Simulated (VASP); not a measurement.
# SrVO3 (Pm-3m) in VASP: single point with PBE

Aim: the single point of SrVO3 with PBE.

Program: VASP 6.6.1. These are calculated values, not measurements. Logs are shortened: lines on timing, memory, paths and dates and some standing lists are left out, and cuts for length are marked.

**1. The cell of the first run**

Symmetry: Pm-3m, No. 221, cubic system. Conventional cell: a = 3.845 Å, b = 3.845 Å, c = 3.845 Å, α = 90.00°, β = 90.00°, γ = 90.00°. Within 3.6 Å of Sr (site symmetry m-3m) lie 12 O at 2.72 Å and 8 V at 3.33 Å. Within 2.5 Å of V (site symmetry m-3m) lie 6 O at 1.92 Å. O (site symmetry 4/mmm) has 2 V at 1.92 Å within 2.5 Å.

**2. Single point, PBE**

Input file INCAR:

```
PREC = Accurate
ENCUT = 600
EDIFF = 1E-6
ISMEAR = -1
SIGMA = 0.136
LREAL = False
LASPH = True
NELM = 120
ALGO = Normal
ISIF = 2
LWAVE = False
LCHARG = False
GGA = PE
NBANDS = 28
GGA_COMPAT = False
```

Input file KPOINTS:

```
Automatic mesh
0
Gamma
  2 2 2
```

Input file POSCAR:

```
SrVO3
1.0
    3.8450000000      0.0000000000      0.0000000000
    0.0000000000      3.8450000000      0.0000000000
    0.0000000000      0.0000000000      3.8450000000
Sr V O
1 1 3
Direct
    0.0000000000      0.0000000000      0.0000000000
    0.5000000000      0.5000000000      0.5000000000
    0.5000000000      0.5000000000      0.0000000000
    0.5000000000      0.0000000000      0.5000000000
    0.0000000000      0.5000000000      0.5000000000
```

Potentials or basis: VASP PAW PBE potentials, release 64 (Sr_sv, V_sv, O).

Command:

```console
> cat potpaw_PBE.64/Sr_sv/POTCAR potpaw_PBE.64/V_sv/POTCAR potpaw_PBE.64/O/POTCAR > POTCAR
> mpirun -np 1 vasp_std > vasp.out
```

OUTCAR:

```text
PREC = Accurate
   ENCUT = 600
   EDIFF = 1E-6
   ISMEAR = -1
   LREAL = False
   LASPH = True
   NELM = 120
   ISIF = 2
   GGA = PE

 ion  position               nearest neighbor table
   1  0.000  0.000  0.000-   3 2.72   4 2.72   5 2.72   4 2.72   5 2.72   3 2.72   5 2.72   5 2.72
                             3 2.72   4 2.72   4 2.72   3 2.72   2 3.33   2 3.33   2 3.33   2 3.33
   2  0.500  0.500  0.500-   3 1.92   4 1.92   5 1.92   3 1.92   4 1.92   5 1.92   1 3.33   1 3.33
                             1 3.33   1 3.33   1 3.33   1 3.33   1 3.33   1 3.33
   3  0.500  0.500  0.000-   2 1.92   2 1.92   1 2.72   1 2.72   1 2.72   1 2.72
   4  0.500  0.000  0.500-   2 1.92   2 1.92   1 2.72   1 2.72   1 2.72   1 2.72
   5  0.000  0.500  0.500-   2 1.92   2 1.92   1 2.72   1 2.72   1 2.72   1 2.72

  LATTYP: Found a simple cubic cell.
 ALAT       =     3.8450000000

  Lattice vectors:

 A1 = (   3.8450000000,   0.0000000000,   0.0000000000)
 A2 = (   0.0000000000,   3.8450000000,   0.0000000000)
 A3 = (   0.0000000000,   0.0000000000,   3.8450000000)

Analysis of symmetry for initial positions (statically):
=====================================================================
 Subroutine PRICEL returns:
 Original cell was already a primitive cell.

 Routine SETGRP: Setting up the symmetry group for a
 simple cubic supercell.

 Subroutine GETGRP returns: Found 48 space group operations
 (whereof 48 operations were pure point group operations)
 out of a pool of 48 trial point group operations.

The static configuration has the point symmetry O_h .

Analysis of symmetry for dynamics (positions and initial velocities):
=====================================================================
 Subroutine PRICEL returns:
 Original cell was already a primitive cell.

 Routine SETGRP: Setting up the symmetry group for a
 simple cubic supercell.

 Subroutine GETGRP returns: Found 48 space group operations
 (whereof 48 operations were pure point group operations)
 out of a pool of 48 trial point group operations.

The dynamic configuration has the point symmetry O_h .

 Subroutine INISYM returns: Found 48 space group operations
 (whereof 48 operations are pure point group operations),
 and found     1 'primitive' translations

----------------------------------------------------------------------------------------

                                     Primitive cell

  volume of cell :      56.8446

  direct lattice vectors                    reciprocal lattice vectors
     3.845000000  0.000000000  0.000000000     0.260078023  0.000000000  0.000000000
     0.000000000  3.845000000  0.000000000     0.000000000  0.260078023  0.000000000
     0.000000000  0.000000000  3.845000000     0.000000000  0.000000000  0.260078023

  length of vectors
     3.845000000  3.845000000  3.845000000     0.260078023  0.260078023  0.260078023

  position of ions in fractional coordinates (direct lattice)
     0.000000000  0.000000000  0.000000000
     0.500000000  0.500000000  0.500000000
     0.500000000  0.500000000  0.000000000
     0.500000000  0.000000000  0.500000000
     0.000000000  0.500000000  0.500000000

  ion indices of the primitive-cell ions
   primitive index   ion index
                 1           1
                 2           2
                 3           3
                 4           4
                 5           5

----------------------------------------------------------------------------------------

 KPOINTS: Automatic mesh

Automatic generation of k-mesh.
 Grid dimensions read from file:
 generate k-points for:    2    2    2

 Generating k-lattice:

  Cartesian coordinates                     Fractional coordinates (reciprocal lattice)
     0.130039012  0.000000000  0.000000000     0.500000000  0.000000000  0.000000000
     0.000000000  0.130039012  0.000000000     0.000000000  0.500000000  0.000000000
     0.000000000  0.000000000  0.130039012     0.000000000  0.000000000  0.500000000

  Length of vectors
     0.130039012  0.130039012  0.130039012

  Shift w.r.t. Gamma in fractional coordinates (k-lattice)
     0.000000000  0.000000000  0.000000000

 Subroutine IBZKPT returns following result:
 ===========================================

 Found      4 irreducible k-points:

 Following reciprocal coordinates:
            Coordinates               Weight
  0.000000  0.000000  0.000000      1.000000
  0.500000  0.000000  0.000000      3.000000
  0.500000  0.500000  0.000000      3.000000
  0.500000  0.500000  0.500000      1.000000
   k-points           NKPTS =      4   k-points in BZ     NKDIM =      4   number of bands    NBANDS=     28
   number of dos      NEDOS =    301   number of ions     NIONS =      5
   total plane-waves  NPLWV =  32768
   dimension x,y,z NGX =    32 NGY =   32 NGZ =   32
   dimension x,y,z NGXF=    64 NGYF=   64 NGZF=   64
   ions per type =               1   1   3
   NGX,Y,Z   is equivalent  to a cutoff of  13.84, 13.84, 13.84 a.u.
   NGXF,Y,Z  is equivalent  to a cutoff of  27.67, 27.67, 27.67 a.u.
 SYSTEM =  unknown system
   PREC   = accura    normal or accurate (medium, high low for compatibility)
   ISTART =      0    job   : 0-new  1-cont  2-samecut
   ICHARG =      2    charge: 1-file 2-atom 10-const
   ISPIN  =      1    spin polarized calculation?
   LNONCOLLINEAR =      F non collinear calculations
   LSORBIT =      F    spin-orbit coupling
   LASPH  =      T    aspherical Exc in radial PAW
   ENCUT  =  600.0 eV  44.10 Ry    6.64 a.u.   7.68  7.68  7.68*2*pi/ulx,y,z
   NELM   =    120;   NELMIN=  2; NELMDL= -5     # of ELM steps
   EDIFF  = 0.1E-05   stopping-criterion for ELM
   LREAL  =      F    real-space projection
   EDIFFG = 0.1E-04   stopping-criterion for IOM
   NSW    =      0    number of steps for IOM
   IBRION =     -1    ionic relax: 0-MD 1-quasi-New 2-CG
   NFREE  =      0    steps in history (QN), initial steepest desc. (CG)
   ISIF   =      2    stress and relaxation
   ISYM   =      2    0-nonsym 1-usesym 2-fastsym
   POTIM  = 0.5000    time-step for ionic-motion
   TEBEG  =    0.0;   TEEND  =   0.0 temperature during run
   PSTRESS=    0.0 pullay stress
   NELECT =      41.0000    total number of electrons
   NUPDOWN=      -1.0000    fix difference up-down
   EMIN   =  10.00;   EMAX   =-10.00  energy-range for DOS
   EFERMI =   0.00;   METHOD = LEGACY
   ISMEAR =    -1;   SIGMA  =   0.14  broadening in eV -4-tet -1-fermi 0-gaus
   EFERMI_NEDOS =   21; number of points for ismear=-14 and -15
   IALGO  =     38    algorithm
   IMIX   =      4    mixing-type and parameters
     AMIX     =   0.40;   BMIX     =  1.00
     AMIX_MAG =   1.60;   BMIX_MAG =  1.00
  volume/ion in A,a.u.               =      11.37        76.72
  Fermi-wavevector in a.u.,A,eV,Ry     =   1.468159  2.774418 29.327235  2.155491
  Thomas-Fermi vector in A             =   2.583690
   LORBIT       =      0    0 simple, 1 ext, 2 COOP (PROOUT), +10 PAW based schemes
   GGA     = PE    functional components
   LHFCALC =     F    Hartree Fock is set to
   AEXX    =    0.0000 exact exchange contribution
   IVDW    =     0    specifies the selected vdW correction
   LEPSILON=     F    determine dielectric tensor
   LRPA    =     F    only Hartree local field effects (RPA)
 non-spin polarized calculation
  energy-cutoff  :      600.00
  volume of cell :       56.84
 maximum number of plane-waves:      1924
 NGX is ok and might be reduce to    32
   NGX = 15   NGY = 15   NGZ = 15

 number of electron      40.9999996 magnetization

 Free energy of the ion-electron system (eV)
  ---------------------------------------------------
  ext. energy  EPLUGINS =         0.00000000
  ---------------------------------------------------
  free energy    TOTEN  =       -39.01051232 eV

  energy without entropy =      -38.88297448  energy(sigma->0) =      -38.94674340

 E-fermi :   5.2243     XC(G=0): -11.5619

 val. band max:        5.1819614752   @ k =   0.5000   0.0000   0.0000
 cond. band min:       6.9921002770   @ k =   0.5000   0.5000   0.0000
 fundamental gap:      1.8101388018
 Fermi energy:         5.2243374557

 k-point     1 :       0.0000    0.0000    0.0000
  band No.  band energies     occupation
      1     -59.9572      2.00000
      2     -33.7677      2.00000
      3     -33.7677      2.00000
      4     -33.7677      2.00000
      5     -28.2936      2.00000
      6     -13.4204      2.00000
[... 20 lines left out ...]
     27       9.8423      0.00000
     28      11.0146      0.00000

 k-point     2 :       0.5000    0.0000    0.0000
  band No.  band energies     occupation
      1     -59.9565      2.00000
      2     -33.8010      2.00000
      3     -33.7661      2.00000
      4     -33.7661      2.00000
      5     -28.2620      2.00000
      6     -13.6104      2.00000
[... 20 lines left out ...]
     27      12.0384      0.00000
     28      12.5842      0.00000

 k-point     3 :       0.5000    0.5000    0.0000
  band No.  band energies     occupation
      1     -59.9558      2.00000
      2     -33.7985      2.00000
      3     -33.7985      2.00000
      4     -33.7647      2.00000
      5     -28.2392      2.00000
      6     -12.6535      2.00000
[... 20 lines left out ...]
     27      12.8101      0.00000
     28      14.1794      0.00000

 k-point     4 :       0.5000    0.5000    0.5000
  band No.  band energies     occupation
      1     -59.9551      2.00000
      2     -33.7967      2.00000
      3     -33.7967      2.00000
      4     -33.7967      2.00000
      5     -28.2164      2.00000
      6     -12.0468      2.00000
[... 20 lines left out ...]
     27      11.5448      0.00000
     28      11.5448      0.00000

------------------------ aborting loop because EDIFF is reached ----------------------------------------

  FORCE on cell =-STRESS in cart. coord.  units (eV):
  Direction    XX          YY          ZZ          XY          YZ          ZX
  --------------------------------------------------------------------------------------
  -------------------------------------------------------------------------------------
  Total        1.0941879      1.0941879      1.0941879      0.0000000      0.0000000     -0.0000000
  in kB       30.8399355     30.8399355     30.8399355      0.0000000      0.0000000     -0.0000000
  external PRESSURE =      30.8399355 kB  Pullay stress =       0.0000000 kB

 VOLUME and BASIS-vectors are now :
 -----------------------------------------------------------------------------
  energy-cutoff  :      600.00
  volume of cell :       56.84
      direct lattice vectors                 reciprocal lattice vectors
     3.845000000  0.000000000  0.000000000     0.260078023  0.000000000  0.000000000
     0.000000000  3.845000000  0.000000000     0.000000000  0.260078023  0.000000000
     0.000000000  0.000000000  3.845000000     0.000000000  0.000000000  0.260078023

 POSITION                                       TOTAL-FORCE (eV/Angst)
 -----------------------------------------------------------------------------------
      0.00000      0.00000      0.00000         0.000000      0.000000      0.000000
      1.92250      1.92250      1.92250         0.000000      0.000000      0.000000
      1.92250      1.92250      0.00000         0.000000      0.000000      0.000000
      1.92250      0.00000      1.92250         0.000000      0.000000      0.000000
      0.00000      1.92250      1.92250         0.000000      0.000000      0.000000
 -----------------------------------------------------------------------------------
    total drift:                                0.000000     -0.000000     -0.000000

  FREE ENERGIE OF THE ION-ELECTRON SYSTEM (eV)
  ---------------------------------------------------
  free  energy   TOTEN  =       -39.0105123162 eV

  energy  without entropy=      -38.8829744758  energy(sigma->0) =      -38.94674340
```

It took 5.4 s on 1 thread of Intel Xeon 6975P-C (Granite Rapids), shared host; peak memory 0.18 GiB.

Results:

| Item | Value |
| --- | --- |
| Free energy | -39.0105 eV |
| Pressure | 3.1 GPa |

Caveat: the k points lie up to 0.82 Å⁻¹ apart; an odd number of electrons without spin polarisation forces a metal; a magnetic or distorted state may lie lower; the run has no spin polarisation, though such a crystal can be magnetic; semilocal functionals often make such compounds metallic where correlation or magnetic order opens a gap, which also shifts bond lengths. With open d or f shells a metallic result of PBE can be an artefact of self-interaction; +U or a hybrid may open a gap.
